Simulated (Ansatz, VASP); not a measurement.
## Two plane-wave programs on Mg7VO8

```xyz
16
Lattice="0.0000 4.2136 4.2136 4.2136 0.0000 4.2136 4.2136 4.2136 0.0000" Properties=species:S:1:pos:R:3 pbc="T T T"
V     0.0000    0.0000    0.0000
Mg    2.1068    2.1068    0.0000
Mg    2.1068    0.0000    2.1068
Mg    4.2136    2.1068    2.1068
Mg    0.0000    2.1068    2.1068
Mg    2.1068    4.2136    2.1068
Mg    2.1068    2.1068    4.2136
Mg    4.2136    4.2136    4.2136
O     2.1068    2.1068    2.1068
O     4.2136    4.2136    2.1366
O     4.2136    2.1366    4.2136
O     6.2906    4.2136    4.2136
O     2.1366    4.2136    4.2136
O     4.2136    6.2906    4.2136
O     4.2136    4.2136    6.2906
O     6.3204    6.3204    6.3204
```

Alike in both runs: functional PBEsol; k mesh 4 × 4 × 4; occupations gaussian, width 0.05 eV; collinear spin; Hubbard terms V d U = 3.0 eV.

Ansatz relaxed the structure, and its values are those at the end. VASP's run is a single point on that final structure, the one shown.

|  | VASP | Ansatz |
| --- | --- | --- |
| version | VASP 6.6.1 | Ansatz 0.2.0 |
| potentials or method | VASP PAW PBE potentials, release 64 (V_sv, Mg, O), cutoff 520 eV | scalar-relativistic, plane waves, PAW |
| valence electrons in the cell | 75 | 131 |

Ansatz gave:

```
gap on the k mesh at the Fermi level (eV)                     : 2.14
least direct gap on the mesh (eV)                             : 2.68
pressure (GPa)                                                : 2.0
rms of the force components (eV/Å)                            : 0.000
net moment per atom (μB)                                      : 0.19
size of the moment on the site where the two differ most (μB) : 2.19
```

Question: Which values does VASP return?

Answer: gap on the k mesh at the Fermi level (eV): 1.73; least direct gap on the mesh (eV): 2.20; pressure (GPa): 1.9; rms of the force components (eV/Å): 0.027; net moment per atom (μB): 0.19; size of the moment on the site where the two differ most (μB): 2.63.

VASP's potentials were made for PBE, not for PBEsol. Site moments also hang on the region over which each program counts them. The programs project onto different local orbitals, so the same U acts differently, and such runs can settle in different states. VASP's potentials hold 75 valence electrons a cell and Ansatz's 131, so a difference there can come from the potentials and not from the codes. Ansatz's warnings: stress scf threshold loose.
